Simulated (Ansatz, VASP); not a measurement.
## One calculation of As, two programs

File INCAR:

```
SYSTEM = As
ALGO = Normal
EDIFF = 1E-6
ENCUT = 520
GGA = PE
ISIF = 2
ISMEAR = 0
LASPH = .TRUE.
LCHARG = .TRUE.
LELF = .TRUE.
LREAL = .FALSE.
LVHAR = .TRUE.
LWAVE = .FALSE.
NBANDS = 18
NELM = 60
PREC = Accurate
SIGMA = 0.05
```

File KPOINTS:

```
k-points
0
G
  10 8 10
  0 0 0
```

The input POSCAR:

```
As
1.0
    3.6500000000      0.0000000000      0.0000000000
    0.0000000000      0.0000000000     -4.4700000000
   -1.8250000000      5.5000000000      0.0000000000
As
4
Direct
    0.8900000000      0.9400000000      0.7800000000
    0.3900000000      0.5600000000      0.7800000000
    0.1100000000      0.0600000000      0.2200000000
    0.6100000000      0.4064429530      0.2200000000
```

Input for Ansatz:

```yaml
crystal:
  lattice:
    - [3.65, 0.0, 0.0]
    - [0.0, 0.0, -4.47]
    - [-1.825, 5.5, 0.0]
  atoms:
    - { symbol: As, position: [0.89, 0.94, 0.78] }
    - { symbol: As, position: [0.39, 0.56, 0.78] }
    - { symbol: As, position: [0.11, 0.06, 0.22] }
    - { symbol: As, position: [0.61, 0.406442953, 0.22] }
basis:
  ecutwfc: 500
  fft_grid_basis: typed
kpoints:
  mp_grid: { grid: [10, 8, 10] }
hamiltonian:
  xc: pbe
  pseudopotentials: { kind: paw }
scf:
  occupations: { method: gaussian, width: 0.05 }
output:
  forces: true
  stress: true
  eigenvalues: true
  bader: true
  write_density: true
  volumetric_format: npy
```

Alike in both runs: task single point; functional PBE; k mesh 10 × 8 × 10; occupations gaussian, width 0.05 eV; no spin polarisation.

|  | VASP | Ansatz |
| --- | --- | --- |
| version | VASP 6.6.1 | Ansatz 0.2.0 |
| potentials or method | VASP PAW PBE potentials, release 64 (As), cutoff 520 eV | scalar-relativistic, plane waves, PAW |
| valence electrons in the cell | 20 | 60 |

Ansatz gave:

* gap on the k mesh at the Fermi level (eV): none
* pressure (GPa): 4.7
* traceless stress, the component that is largest in VASP (GPa): -2.22
* rms of the force components (eV/Å): 0.601

Task: What did VASP give for the same quantities?

Result: gap on the k mesh at the Fermi level (eV): none; pressure (GPa): 5.0; traceless stress, the component that is largest in VASP (GPa): -2.26; rms of the force components (eV/Å): 0.632.

Atom by atom the forces differ by 0.043 eV/Å (rms over components). A gap of «none» marks a metal or a gap that the smearing closes. VASP's potentials hold 20 valence electrons a cell and Ansatz's 60, so a difference there can come from the potentials and not from the codes.
